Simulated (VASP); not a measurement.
Hf2S: relaxation of cell and atoms with PBEsol

Hf2S:

```
Hf S
1.0
     3.37427    0.00000    0.00000
    -1.68714    2.92221    0.00000
     0.00000    0.00000   11.71741
Hf S
4 2
Direct
  0.33333 0.66667 0.10019
  0.66667 0.33333 0.60019
  0.33333 0.66667 0.39981
  0.66667 0.33333 0.89981
  0.00000 0.00000 0.25000
  0.00000 0.00000 0.75000
```

| Item | Value |
| --- | --- |
| Program | VASP 6.6.1 |
| Task | relaxation of cell and atoms |
| Functional | PBEsol |
| Potentials or basis | VASP PAW PBE potentials, release 64 (Hf_pv, S) |
| Cutoff | 600 eV |
| k mesh | 9 × 9 × 3 |
| Occupations | fermi-dirac, width 0.05 eV |
| Spin | no spin polarisation |
| Dipole correction | no |
| Further INCAR settings | ALGO = Normal; EDIFF = 1e-06; IBRION = 2; EDIFFG = -0.01; NSW = 60; ISIF = 3 |

The relaxed volume is 18.79 Å³/atom and the relaxed cell is a = 3.337 Å, b = 3.337 Å, c = 11.688 Å, α = 90.00°, β = 90.00°, γ = 120.00°. The space group after relaxing (to 0.05 Å) is P6_3/mmc (No. 194). The energy gained by relaxing is 5.6 meV/atom, the ionic steps are 5 and the pressure after relaxing is 0.0 GPa. The largest force after relaxing is 0.007 eV/Å. The band gap on the k mesh is zero (band 26 reaches 6.96 eV, above the bottom of band 27 at 6.04 eV).

Forces on the atoms (eV/Å):
```
Hf   0.000  0.000  0.007
Hf   0.000  0.000  0.007
Hf   0.000  0.000 -0.007
Hf   0.000  0.000 -0.007
S    0.000  0.000  0.000
S    0.000  0.000  0.000
```

Step by step:
```tsv
step	energy change (eV)	largest force (eV/Å)	pressure (GPa)	volume (Å³)
1	0.0000	0.1586	-3.25	115.54
2	0.0238	0.0213	5.16	109.12
3	-0.0310	0.1093	0.13	112.73
4	-0.0337	0.0101	-0.01	112.74
5	-0.0337	0.0072	-0.01	112.74
```

Final structure:
```
Hf S
1.0
     3.33741    0.00000    0.00000
    -1.66871    2.89029    0.00000
     0.00000    0.00000   11.68786
Hf S
4 2
Direct
  0.33333 0.66667 0.10090
  0.66667 0.33333 0.60090
  0.33333 0.66667 0.39910
  0.66667 0.33333 0.89910
  0.00000 0.00000 0.25000
  0.00000 0.00000 0.75000
```

Levels at points of the mesh, in eV from the Fermi level:
```
           k point  band 23  band 24  band 25  band 26  band 27  band 28  band 29  band 30
(0.00, 0.00, 0.00)    -1.57    -0.16    -0.14     0.45     0.45     0.53     0.53     0.82
```

Wall time 3.2 min on 1 thread of Intel(R) Xeon(R) 6975P-C (Granite Rapids), on a shared host, peak memory 0.32 GiB.

Caveat: the PAW data sets were made with another functional, which shifts forces and pressure a little; spin-orbit coupling is left out, which moves the levels of the heavy elements.
